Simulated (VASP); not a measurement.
Wanted: the native input for a VASP 6.6.1 run.

```
Task                   : single point
Functional             : PBE
Potentials or basis    : VASP PAW PBE potentials, release 64 (K_sv, Br)
Cutoff                 : 520 eV
k mesh                 : 4 × 4 × 4
Occupations            : gaussian, width 0.01 eV
Spin                   : no spin polarisation
Dipole correction      : no
Further INCAR settings : ALGO = Normal; EDIFF = 1e-06; NBANDS = 15
```

The structure of KBr lies in POSCAR:

```
KBr
1.0
    0.0550374636      3.3572852783      3.3572852783
    3.3572852783      0.0550374636      3.3572852783
    3.3572852783      3.3572852783      0.0550374636
K Br
1 1
Direct
    0.0000000000      0.0000000000      0.0000000000
    0.5000000000      0.5000000000      0.5000000000
```

This cell differs from its parent crystal: strain along [111] +2.5%.

These files were run (other wordings do the same):

INCAR

```
ALGO = Normal ; EDIFF = 1E-6
ENCUT = 520 ; GGA = PE
ISIF = 2 ; ISMEAR = 0
LASPH = True ; LCHARG = False
LREAL = False ; LWAVE = False
NBANDS = 15 ; NELM = 80
PREC = Accurate ; SIGMA = 0.01
```

KPOINTS

```
k-points
0
Gamma
  4 4 4
```

Potentials or basis: VASP PAW PBE potentials, release 64 (K_sv, Br).

The run is started by

```console
$ cat potpaw_PBE.64/K_sv/POTCAR potpaw_PBE.64/Br/POTCAR > POTCAR
$ mpirun -np 1 vasp_std > vasp.out
```

It gave:

```json
{
 "Pressure": "0.3 GPa",
 "Band gap on the k mesh": "4.34 eV"
}
```

Caveat: the cell differs from its parent crystal (strain along [111] +2.5%).

Run time: 30 s on 1 thread of Intel Xeon 8259CL, with other jobs on the host, peak memory 0.21 GiB.
